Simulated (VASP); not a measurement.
# Te2Mo (P-6m2) in VASP: further runs, part 2 of 2

VASP 6.6.1.

### 4 Single point, PBE+D4

This run uses another cell than the first one, of 27.01 Å³/atom.

Input file INCAR:

```
PREC = Accurate
ENCUT = 520
EDIFF = 1E-7
ISMEAR = -1
SIGMA = 0.02
LREAL = F
LASPH = T
NELM = 60
ALGO = Normal
ISIF = 2
LWAVE = F
LCHARG = T
GGA = PE
IVDW = 13
LELF = T
LVHAR = T
NBANDS = 20
```

Input file KPOINTS:

```
Automatic mesh
0
Gamma
  12 12 4
```

Input file POSCAR:

```
Te2Mo
1.0
    3.4984748475      0.0000000000      0.0000000000
   -1.7492374238      3.0297680924      0.0000000000
    0.0000000000      0.0000000000      7.6432432880
Te Mo
2 1
Direct
    0.3333333333      0.6666666667      0.7622512046
    0.3333333333      0.6666666667      0.2377487954
    0.0000000000      0.0000000000      0.0000000000
```

Potentials or basis: VASP PAW PBE potentials, release 64 (Te, Mo_sv).

On the command line:

```console
cat potpaw_PBE.64/Te/POTCAR potpaw_PBE.64/Mo_sv/POTCAR > POTCAR
mpirun -np 1 vasp_std > vasp.out
```

OUTCAR:

```text
PREC = Accurate
   ENCUT = 520
   EDIFF = 1E-7
   ISMEAR = -1
   LREAL = F
   LASPH = T
   NELM = 60
   ISIF = 2
   GGA = PE
   IVDW = 13

 ion  position               nearest neighbor table
   1  0.333  0.667  0.762-   3 2.72   3 2.72   3 2.72   2 3.63
   2  0.333  0.667  0.238-   3 2.72   3 2.72   3 2.72   1 3.63
   3  0.000  0.000  0.000-   1 2.72   2 2.72   1 2.72   2 2.72   1 2.72   2 2.72

  LATTYP: Found a hexagonal cell.
 ALAT       =     3.4984748475
 C/A-ratio  =     2.1847358124

  Lattice vectors:

 A1 = (   3.4984748475,   0.0000000000,   0.0000000000)
 A2 = (  -1.7492374238,   3.0297680924,   0.0000000000)
 A3 = (   0.0000000000,   0.0000000000,   7.6432432880)

Analysis of symmetry for initial positions (statically):
=====================================================================
 Subroutine PRICEL returns:
 Original cell was already a primitive cell.

 Routine SETGRP: Setting up the symmetry group for a
 hexagonal supercell.

 Subroutine GETGRP returns: Found 12 space group operations
 (whereof 12 operations were pure point group operations)
 out of a pool of 24 trial point group operations.

The static configuration has the point symmetry D_3h.

Analysis of symmetry for dynamics (positions and initial velocities):
=====================================================================
 Subroutine PRICEL returns:
 Original cell was already a primitive cell.

 Routine SETGRP: Setting up the symmetry group for a
 hexagonal supercell.

 Subroutine GETGRP returns: Found 12 space group operations
 (whereof 12 operations were pure point group operations)
 out of a pool of 24 trial point group operations.

The dynamic configuration has the point symmetry D_3h.

 Subroutine INISYM returns: Found 12 space group operations
 (whereof 12 operations are pure point group operations),
 and found     1 'primitive' translations

----------------------------------------------------------------------------------------

                                     Primitive cell

  volume of cell :      81.0151

  direct lattice vectors                    reciprocal lattice vectors
     3.498474847  0.000000000  0.000000000     0.285838842  0.165029133  0.000000000
    -1.749237424  3.029768092  0.000000000     0.000000000  0.330058265  0.000000000
     0.000000000  0.000000000  7.643243288     0.000000000  0.000000000  0.130834511

  length of vectors
     3.498474847  3.498474847  7.643243288     0.330058265  0.330058265  0.130834511

  position of ions in fractional coordinates (direct lattice)
     0.333333333  0.666666667  0.762251205
     0.333333333  0.666666667  0.237748795
     0.000000000  0.000000000  0.000000000

  ion indices of the primitive-cell ions
   primitive index   ion index
                 1           1
                 2           2
                 3           3

----------------------------------------------------------------------------------------

 KPOINTS: Automatic mesh

Automatic generation of k-mesh.
 Grid dimensions read from file:
 generate k-points for:   12   12    4

 Generating k-lattice:

  Cartesian coordinates                     Fractional coordinates (reciprocal lattice)
     0.023819904  0.013752428  0.000000000     0.083333333 -0.000000000  0.000000000
     0.000000000  0.027504855  0.000000000     0.000000000  0.083333333  0.000000000
     0.000000000  0.000000000  0.032708628     0.000000000  0.000000000  0.250000000

  Length of vectors
     0.027504855  0.027504855  0.032708628

  Shift w.r.t. Gamma in fractional coordinates (k-lattice)
     0.000000000  0.000000000  0.000000000

 Subroutine IBZKPT returns following result:
 ===========================================

 Found     57 irreducible k-points:

 Following reciprocal coordinates:
            Coordinates               Weight
  0.000000  0.000000  0.000000      1.000000
  0.083333  0.000000  0.000000      6.000000
  0.166667  0.000000  0.000000      6.000000
  0.250000 -0.000000  0.000000      6.000000
  0.333333 -0.000000  0.000000      6.000000
  0.416667  0.000000  0.000000      6.000000
[... 16 lines left out ...]
  0.250000 -0.000000  0.250000     12.000000
  0.333333 -0.000000  0.250000     12.000000
 [... further k-points ...]
   k-points           NKPTS =     57   k-points in BZ     NKDIM =     57   number of bands    NBANDS=     20
   number of dos      NEDOS =    301   number of ions     NIONS =      3
   total plane-waves  NPLWV =  47040
   dimension x,y,z NGX =    28 NGY =   28 NGZ =   60
   dimension x,y,z NGXF=    56 NGYF=   56 NGZF=  120
   ions per type =               2   1
   NGX,Y,Z   is equivalent  to a cutoff of  13.31, 13.31, 13.05 a.u.
   NGXF,Y,Z  is equivalent  to a cutoff of  26.61, 26.61, 26.10 a.u.
 SYSTEM =  unknown system
   PREC   = accura    normal or accurate (medium, high low for compatibility)
   ISTART =      0    job   : 0-new  1-cont  2-samecut
   ICHARG =      2    charge: 1-file 2-atom 10-const
   ISPIN  =      1    spin polarized calculation?
   LNONCOLLINEAR =      F non collinear calculations
   LSORBIT =      F    spin-orbit coupling
   LASPH  =      T    aspherical Exc in radial PAW
   ENCUT  =  520.0 eV  38.22 Ry    6.18 a.u.   6.50  6.50 14.21*2*pi/ulx,y,z
   NELM   =     60;   NELMIN=  2; NELMDL= -5     # of ELM steps
   EDIFF  = 0.1E-06   stopping-criterion for ELM
   LREAL  =      F    real-space projection
   EDIFFG = 0.1E-05   stopping-criterion for IOM
   NSW    =      0    number of steps for IOM
   IBRION =     -1    ionic relax: 0-MD 1-quasi-New 2-CG
   NFREE  =      0    steps in history (QN), initial steepest desc. (CG)
   ISIF   =      2    stress and relaxation
   ISYM   =      2    0-nonsym 1-usesym 2-fastsym
   POTIM  = 0.5000    time-step for ionic-motion
   TEBEG  =    0.0;   TEEND  =   0.0 temperature during run
   PSTRESS=    0.0 pullay stress
   NELECT =      26.0000    total number of electrons
   NUPDOWN=      -1.0000    fix difference up-down
   EMIN   =  10.00;   EMAX   =-10.00  energy-range for DOS
   EFERMI =   0.00;   METHOD = LEGACY
   ISMEAR =    -1;   SIGMA  =   0.02  broadening in eV -4-tet -1-fermi 0-gaus
   EFERMI_NEDOS =   21; number of points for ismear=-14 and -15
   IALGO  =     38    algorithm
   IMIX   =      4    mixing-type and parameters
     AMIX     =   0.40;   BMIX     =  1.00
     AMIX_MAG =   1.60;   BMIX_MAG =  1.00
  volume/ion in A,a.u.               =      27.01       182.24
  Fermi-wavevector in a.u.,A,eV,Ry     =   1.120841  2.118082 17.092789  1.256285
  Thomas-Fermi vector in A             =   2.257490
   LORBIT       =      0    0 simple, 1 ext, 2 COOP (PROOUT), +10 PAW based schemes
   GGA     = PE    functional components
   LHFCALC =     F    Hartree Fock is set to
   AEXX    =    0.0000 exact exchange contribution
   IVDW    =    13    specifies the selected vdW correction
   LEPSILON=     F    determine dielectric tensor
   LRPA    =     F    only Hartree local field effects (RPA)
 non-spin polarized calculation
  energy-cutoff  :      520.00
  volume of cell :       81.02
 maximum number of plane-waves:      2225
 NGX is ok and might be reduce to    28
   NGX = 13   NGY = 13   NGZ = 29

 number of electron      26.0000000 magnetization

 Free energy of the ion-electron system (eV)
  ---------------------------------------------------
  ext. energy  EPLUGINS =         0.00000000
  ---------------------------------------------------
  free energy    TOTEN  =       -17.96040420 eV

  energy without entropy =      -17.96040420  energy(sigma->0) =      -17.96040420

 E-fermi :   7.5510     XC(G=0):  -9.8797

 val. band max:        7.1006032955   @ k =   0.3333   0.3333   0.5000
 cond. band min:       8.0502403327   @ k =   0.2500   0.1667   0.0000
 fundamental gap:      0.9496370372
 Fermi energy:         7.5510005966

 k-point     1 :       0.0000    0.0000    0.0000
  band No.  band energies     occupation
      1     -53.5921      2.00000
      2     -27.7741      2.00000
      3     -27.6237      2.00000
      4     -27.6237      2.00000
      5      -5.7359      2.00000
      6      -4.6635      2.00000
[... 12 lines left out ...]
     19      13.8078      0.00000
[... 513 lines left out ...]
      4     -27.6479      2.00000
      5      -4.3019      2.00000
      6      -3.7818      2.00000
[... 12 lines left out ...]
     19      13.3310      0.00000
     20      13.9206      0.00000

 [... further k-points ...]

------------------------ aborting loop because EDIFF is reached ----------------------------------------

  DFT-D4 for vdW energy calculation

  Edisp (eV):   -1.56641

  FORCE on cell =-STRESS in cart. coord.  units (eV):
  Direction    XX          YY          ZZ          XY          YZ          ZX
  --------------------------------------------------------------------------------------
  -------------------------------------------------------------------------------------
  Total      -0.00602    -0.00602     0.04057     0.00000     0.00000     0.00000
  in kB      -0.11915    -0.11915     0.80223     0.00000     0.00000     0.00000
  external pressure =        0.19 kB  Pullay stress =        0.00 kB

 VOLUME and BASIS-vectors are now :
 -----------------------------------------------------------------------------
  energy-cutoff  :      520.00
  volume of cell :       81.02
      direct lattice vectors                 reciprocal lattice vectors
     3.498474847  0.000000000  0.000000000     0.285838842  0.165029133  0.000000000
    -1.749237424  3.029768092  0.000000000     0.000000000  0.330058265  0.000000000
     0.000000000  0.000000000  7.643243288     0.000000000  0.000000000  0.130834511

 POSITION                                       TOTAL-FORCE (eV/Angst)
 -----------------------------------------------------------------------------------
     -0.00000      2.01985      5.82607        -0.000000      0.000000     -0.009579
     -0.00000      2.01985      1.81717         0.000000      0.000000      0.009579
      0.00000      0.00000      0.00000        -0.000000     -0.000000      0.000000
 -----------------------------------------------------------------------------------
    total drift:                                0.000000     -0.000000     -0.000000

  FREE ENERGIE OF THE ION-ELECTRON SYSTEM (eV)
  ---------------------------------------------------
  free  energy   TOTEN  =       -19.5268172829 eV

  energy  without entropy=      -19.5268172829  energy(sigma->0) =      -19.52681728
```

OSZICAR:

```text
N       E                     dE             d eps       ncg     rms          rms(c)
DAV:   1     0.156147687507E+03    0.15615E+03   -0.12344E+04  2504   0.116E+03
DAV:   2    -0.119938638394E+02   -0.16814E+03   -0.16340E+03  2912   0.275E+02
DAV:   3    -0.185070118242E+02   -0.65131E+01   -0.64397E+01  2804   0.475E+01
DAV:   4    -0.186140564203E+02   -0.10704E+00   -0.10700E+00  3092   0.620E+00
DAV:   5    -0.186150945975E+02   -0.10382E-02   -0.10381E-02  2740   0.563E-01    0.155E+01
DAV:   6    -0.182095000377E+02    0.40559E+00   -0.38707E+00  2380   0.112E+01    0.626E+00
DAV:   7    -0.181011479607E+02    0.10835E+00   -0.28652E+00  2400   0.793E+00    0.413E+00
DAV:   8    -0.179594883266E+02    0.14166E+00   -0.64610E-01  2464   0.430E+00    0.130E+00
DAV:   9    -0.179610132029E+02   -0.15249E-02   -0.43583E-02  2620   0.112E+00    0.569E-01
DAV:  10    -0.179601981867E+02    0.81502E-03   -0.83268E-03  2512   0.605E-01    0.152E-01
DAV:  11    -0.179603878190E+02   -0.18963E-03   -0.39994E-04  2620   0.119E-01    0.554E-02
DAV:  12    -0.179603730151E+02    0.14804E-04   -0.53469E-05  2576   0.463E-02    0.292E-02
DAV:  13    -0.179604031146E+02   -0.30099E-04   -0.45409E-05  2408   0.334E-02    0.143E-02
DAV:  14    -0.179604036299E+02   -0.51533E-06   -0.11690E-06  2960   0.550E-03    0.546E-03
DAV:  15    -0.179604041200E+02   -0.49012E-06   -0.13860E-06  2428   0.615E-03    0.335E-03
DAV:  16    -0.179604042016E+02   -0.81628E-07   -0.28933E-07  2416   0.334E-03
   1 F= -.19526817E+02 E0= -.19526817E+02  d E =-.990890E-12
```

Wall time 81 s (1 thread of Intel Xeon 6975P-C (Granite Rapids), shared host); peak memory 0.25 GiB.

What came out:

```
Free energy                : -19.5268 eV
Pressure                   : 0.0 GPa
Largest force              : 0.010 eV/Å
Band gap on the k mesh     : 0.95 eV (least direct gap 1.17 eV)
Dispersion energy per atom : -0.522 eV
```

Forces in eV/Å, atoms in the order of the input:
```
Te   0.000  0.000 -0.010
Te   0.000  0.000  0.010
Mo   0.000  0.000  0.000
```

Stress tensor (GPa, compression positive):
```
-0.01  0.00  0.00
 0.00 -0.01  0.00
 0.00  0.00  0.08
```

Caveat: spin-orbit coupling is left out, which moves the levels of the heavy elements. A k mesh can miss the band edges.

### 5 Single point, PBE

Input file INCAR:

```
SYSTEM = Te2Mo
ALGO = Normal
EDIFF = 1E-6
ENCUT = 520
GGA = PE
ISIF = 2
ISMEAR = -1
LASPH = .TRUE.
LCHARG = .FALSE.
LREAL = .FALSE.
LWAVE = .FALSE.
NBANDS = 20
NELM = 60
PREC = Accurate
SIGMA = 0.02
```

Input file KPOINTS:

```
k-points
0
G
  12 12 4
  0 0 0
```

Input file POSCAR:

```
Te2Mo
1.0
    3.5370821734      0.0000000000      0.0000000000
   -1.7685410867      3.0632030175      0.0000000000
    0.0000000000      0.0000000000      7.8268794133
Te Mo
2 1
Direct
    0.3333333333      0.6666666667      0.7705211644
    0.3333333333      0.6666666667      0.2294788356
    0.0000000000      0.0000000000      0.0000000000
```

On the command line:

```console
cat potpaw_PBE.64/Te/POTCAR potpaw_PBE.64/Mo_sv/POTCAR > POTCAR
mpirun -np 1 vasp_std > vasp.out
```

It took 67 s on 1 thread of Intel Xeon 6975P-C (Granite Rapids), shared host; peak memory 0.25 GiB.

Results (log left out):

| Property | Result |
| --- | --- |
| Free energy | -18.0009 eV |
| Pressure | 1.8 GPa |
| Largest force | 0.207 eV/Å |
| Band gap on the k mesh | 1.06 eV (least direct gap 1.07 eV) |

Forces in eV/Å, atoms in the order of the input:
```
Te   0.000  0.000 -0.207
Te   0.000  0.000  0.207
Mo   0.000  0.000  0.000
```

Stress tensor (GPa, compression positive):
```
1.40 0.00 0.00
0.00 1.40 0.00
0.00 0.00 2.61
```

Levels at points of the mesh, in eV from the valence-band top:
```csv
k point,band 9,band 10,band 11,band 12,band 13,band 14,band 15,band 16,band 17,band 18
"(0.00, 0.00, 0.00)",-1.71,-1.03,-0.91,-0.91,-0.76,3.13,3.13,3.34,3.34,5.08
"(0.50, 0.00, 0.00)",-3.55,-2.33,-1.34,-0.91,-0.36,1.39,1.64,3.51,3.72,3.78
"(0.00, 0.00, 0.50)",-1.70,-1.70,-0.92,-0.92,-0.16,3.05,3.05,3.43,3.43,6.17
"(0.50, 0.00, 0.50)",-3.20,-2.35,-1.97,-0.62,-0.31,1.40,1.81,2.92,3.61,4.45
```

Caveat: spin-orbit coupling is left out, which moves the levels of the heavy elements; this functional lacks dispersion, which binds layers or chains, so the pressure and a relaxed spacing across them are unreliable.

### 6 Single point, LDA

Input file INCAR:

```
SYSTEM = Te2Mo
ALGO     = Normal         ! electronic algorithm
EDIFF    = 1E-6           ! SCF threshold, eV
ENCUT    = 520            ! plane-wave cutoff, eV
GGA      = CA             ! functional
ISIF     = 2              ! what is computed and relaxed
ISMEAR   = 0              ! smearing method
LASPH    = .True.         ! aspherical terms in the spheres
LCHARG   = .False.        ! write CHGCAR
LREAL    = .False.        ! projectors in reciprocal space
LWAVE    = .False.        ! write WAVECAR
NBANDS   = 20             ! bands
NELM     = 60             ! most SCF steps
PREC     = Accurate       ! precision mode
SIGMA    = 0.01           ! smearing width, eV
```

Input file KPOINTS:

```
k-points
0
Gamma
  12 12 4
  0 0 0
```

POSCAR is that of step 5.

Potentials or basis: VASP PAW LDA potentials, release 64 (Te, Mo_sv).

On the command line:

```console
cat potpaw_LDA.64/Te/POTCAR potpaw_LDA.64/Mo_sv/POTCAR > POTCAR
mpirun -np 1 vasp_std > vasp.out
```

Run time: 60 s. Hardware: 1 thread of Intel Xeon 6975P-C (Granite Rapids), shared host; peak memory 0.22 GiB.

Results (log left out):

```yaml
Free_energy: -20.4900 eV
Pressure: -3.1 GPa
Largest_force: 0.309 eV/Å
Band_gap_on_the_k_mesh: 1.05 eV (least direct gap 1.07 eV)
```

Forces on the atoms (eV/Å):
```
Te   0.000  0.000  0.309
Te   0.000  0.000 -0.309
Mo   0.000  0.000  0.000
```

Stress tensor (GPa, compression positive):
```
-3.44  0.00  0.00
 0.00 -3.44  0.00
 0.00  0.00 -2.27
```

Levels at points of the mesh, in eV from the valence-band top:
| k point | band 9 | band 10 | band 11 | band 12 | band 13 | band 14 | band 15 | band 16 | band 17 | band 18 |
| --- | --- | --- | --- | --- | --- | --- | --- | --- | --- | --- |
| (0.00, 0.00, 0.00) | -1.70 | -1.00 | -0.90 | -0.90 | -0.77 | 3.13 | 3.13 | 3.34 | 3.34 | 4.91 |
| (0.50, 0.00, 0.00) | -3.51 | -2.31 | -1.30 | -0.89 | -0.35 | 1.39 | 1.63 | 3.44 | 3.71 | 3.79 |
| (0.00, 0.00, 0.50) | -1.70 | -1.70 | -0.91 | -0.91 | -0.14 | 3.05 | 3.05 | 3.42 | 3.42 | 6.13 |
| (0.50, 0.00, 0.50) | -3.16 | -2.33 | -1.95 | -0.59 | -0.29 | 1.41 | 1.80 | 2.87 | 3.62 | 4.43 |

Caveat: the cell stands under tension; spin-orbit coupling is left out, which moves the levels of the heavy elements.

### 7 Overview

| level | potentials or basis | cell | k mesh | smearing | gap on the mesh (eV) | pressure (GPa) | largest force (eV/Å) |
| --- | --- | --- | --- | --- | --- | --- | --- |
| PBE | VASP PAW PBE potentials, release 64 (Te, Mo_sv) | a = 3.537, b = 3.537, c = 7.827 Å, angles 90.0, 90.0, 120.0°, 3 atoms, atomic positions A | 6 × 6 × 2 | gaussian 0.01 eV | 1.06 | 1.8 | 0.21 |
| PBE+D3(BJ) | VASP PAW PBE potentials, release 64 (Te, Mo_sv) | a = 3.494, b = 3.494, c = 7.668 Å, angles 90.0, 90.0, 120.0°, 3 atoms, atomic positions B | 12 × 12 × 2 | fermi-dirac 0.02 eV | 0.95 | 0.0 | 0.01 |
| PBE+D4 | VASP PAW PBE potentials, release 64 (Te, Mo_sv) | a = 3.498, b = 3.498, c = 7.643 Å, angles 90.0, 90.0, 120.0°, 3 atoms, atomic positions C | 12 × 12 × 4 | fermi-dirac 0.02 eV | 0.95 | 0.0 | 0.01 |
| PBE | VASP PAW PBE potentials, release 64 (Te, Mo_sv) | a = 3.537, b = 3.537, c = 7.827 Å, angles 90.0, 90.0, 120.0°, 3 atoms, atomic positions A | 12 × 12 × 4 | fermi-dirac 0.02 eV | 1.06 | 1.8 | 0.21 |
| LDA | VASP PAW LDA potentials, release 64 (Te, Mo_sv) | a = 3.537, b = 3.537, c = 7.827 Å, angles 90.0, 90.0, 120.0°, 3 atoms, atomic positions A | 12 × 12 × 4 | gaussian 0.01 eV | 1.05 | -3.1 | 0.31 |

Alike in all rows: task single point; no spin polarisation; cutoff (eV) 520.

Caveats: spin-orbit coupling is left out, which moves the levels of the heavy elements; this functional lacks dispersion, which binds layers or chains, so the pressure and a relaxed spacing across them are unreliable (at least some runs); the cell stands under tension (at least some runs).

Total energies depend on the potentials used, so only differences within one code and one set of settings carry meaning.
